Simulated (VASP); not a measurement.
Input of a VASP 6.6.1 run:

The input INCAR:

```
SYSTEM = BaO
  PREC = Accurate
  ENCUT = 520
  EDIFF = 1E-8
  ISMEAR = -1
  SIGMA = 0.02
  LREAL = .FALSE.
  LASPH = .TRUE.
  NELM = 120
  ALGO = Normal
  ISIF = 2
  LWAVE = .FALSE.
  LCHARG = .FALSE.
  GGA = PE
  LEFG = .TRUE.
  NBANDS = 15
  GGA_COMPAT = .FALSE.
```

KPOINTS

```
regular mesh
0
G
  8 8 8
  0 0 0
```

POSCAR

```
BaO
1.0
    0.0000000000      2.7500000000      2.7500000000
    2.7500000000      0.0000000000      2.7500000000
    2.7500000000      2.7500000000      0.0000000000
Ba O
1 1
Direct
    0.0000000000      0.0000000000      0.0000000000
    0.5000000000      0.5000000000      0.5000000000
```

Potentials or basis: VASP PAW PBE potentials, release 64 (Ba_sv, O).

Launch:

```sh
$ cat potpaw_PBE.64/Ba_sv/POTCAR potpaw_PBE.64/O/POTCAR > POTCAR
$ mpirun -np 1 vasp_std > vasp.out
```

Task: Estimate the band gap on the k mesh.

Result: 1.90 eV.

Task: Estimate the pressure.

Result: 4.9 GPa.

Caveat: the cell stands under pressure; spin-orbit coupling is left out, which moves the levels of the heavy elements. A k mesh can miss the band edges.
